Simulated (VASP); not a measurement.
The system is CsI.

```
Cs I
1.0
     4.60814    0.00000    0.00000
     0.00000    4.60814    0.00000
     0.00000    0.00000    4.60814
Cs I
1 1
Cartesian
  0.0000 0.0000 0.0000
  2.3041 2.3041 2.3041
```

Program: VASP 6.6.1. Alike in all runs: task single point; no spin polarisation; cell as given; k mesh 4 × 4 × 4; smearing gaussian 0.01 eV.

Problem. Order these runs on this cell by their band gap on the k mesh, lowest first.
A. level LDA; potentials or basis VASP PAW LDA potentials, release 64 (Cs_sv, I); cutoff (eV) 500
B. level r2SCAN; potentials or basis VASP PAW PBE potentials, release 64 (Cs_sv, I); cutoff (eV) 550
C. level HSE06; potentials or basis VASP PAW PBE potentials, release 64 (Cs_sv, I); cutoff (eV) 400; grid for exact exchange (PRECFOCK) Normal; share of exact exchange 0.25; screening parameter 0.2079 1/Å
D. level PBE; potentials or basis VASP PAW PBE potentials, release 64 (Cs_sv, I); cutoff (eV) 500

Solution. A (3.45 eV), D (3.79 eV), B (4.50 eV), C (4.78 eV).

Caveats: spin-orbit coupling is left out, which moves the levels of the heavy elements.

A k mesh can miss the band edges.
